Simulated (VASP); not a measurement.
CdS: single point with PBEsol

The system is CdS.

```xyz
2
Lattice="4.1924 0.0000 0.0000 -2.0962 3.6308 0.0000 0.0000 0.0000 5.9961" Properties=species:S:1:pos:R:3 pbc="T T T"
Cd    0.0000    0.0000    2.6544
S     2.0962    1.2103    2.6041
```

This cell differs from its parent crystal: ratio of the length along z to the lengths across it x 1.05, volume and fractional coordinates fixed.

| Quantity | Value |
| --- | --- |
| Program | VASP 6.6.1 |
| Task | single point |
| Functional | PBEsol |
| Potentials or basis | VASP PAW PBE potentials, release 64 (Cd, S) |
| Cutoff | 520 eV |
| k mesh | 9 × 9 × 6 |
| Occupations | gaussian, width 0.05 eV |
| Spin | no spin polarisation |
| Dipole correction | no |
| Further INCAR settings | ALGO = Normal; EDIFF = 1e-06; NBANDS = 16 |

| Property | Result |
| --- | --- |
| Pressure | 0.1 GPa |
| Largest force | 0.003 eV/Å |
| Band gap on the k mesh | 1.54 eV, indirect (the least direct gap lies 2.7 meV higher) |

Forces in eV/Å, atoms in the order of the input:
```
Cd   0.000  0.000 -0.003
S    0.000  0.000  0.003
```

Stress tensor (GPa, compression positive):
```
 0.16  0.00  0.00
 0.00  0.16  0.00
 0.00  0.00 -0.02
```

Levels at points of the mesh, in eV from the valence-band top:
| k point | band 7 | band 8 | band 9 | band 10 | band 11 | band 12 |
| --- | --- | --- | --- | --- | --- | --- |
| (0.00, 0.00, 0.00) | -1.29 | 0.00 | 0.00 | 1.54 | 5.51 | 6.88 |
| (0.00, 0.00, 0.50) | -1.45 | 0.00 | 0.00 | 1.78 | 5.07 | 6.91 |

It took 31 s on 1 thread of Intel(R) Xeon(R) 6975P-C (Granite Rapids), on a shared host, peak memory 0.26 GiB.

Caveat: the PAW data sets were made with another functional, which shifts forces and pressure a little. A k mesh can miss the band edges.
